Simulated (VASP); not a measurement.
A run of VASP 6.6.1:

The input INCAR:

```
SYSTEM = WC
PREC = Accurate
ENCUT = 910
EDIFF = 1E-6
ISMEAR = 0
SIGMA = 0.15
LREAL = .False.
LASPH = .True.
NELM = 120
ALGO = Normal
ISIF = 2
LWAVE = .False.
LCHARG = .False.
GGA = PS
NBANDS = 16
GGA_COMPAT = .False.
```

File KPOINTS:

```
regular mesh
0
Gamma
  18 18 18
  0 0 0
```

Contents of POSCAR:

```
WC
1.0
    0.0000000000      2.1926840000      2.1926840000
    2.1926840000      0.0000000000      2.1926840000
    2.1926840000      2.1926840000      0.0000000000
W C
1 1
Direct
   -0.0403105726      0.0000000000      0.0000000000
    0.5000000000      0.5000000000      0.5000000000
```

Potentials or basis: VASP PAW PBE potentials, release 64 (W_sv, C_h).

Command:

```sh
$ cat potpaw_PBE.64/W_sv/POTCAR potpaw_PBE.64/C_h/POTCAR > POTCAR
$ mpirun -np 1 vasp_std > vasp.out
```

Hardware: 1 thread of AMD EPYC 9R45 96-Core Processor (Zen 5) (shared host).

Problem. Estimate the wall time of this run.

Solution. Run time: 4.2 min on 1 thread of AMD EPYC 9R45 96-Core Processor (Zen 5) (shared host), peak memory 0.7 GiB. Counts: scf iterations 12, k points 865.
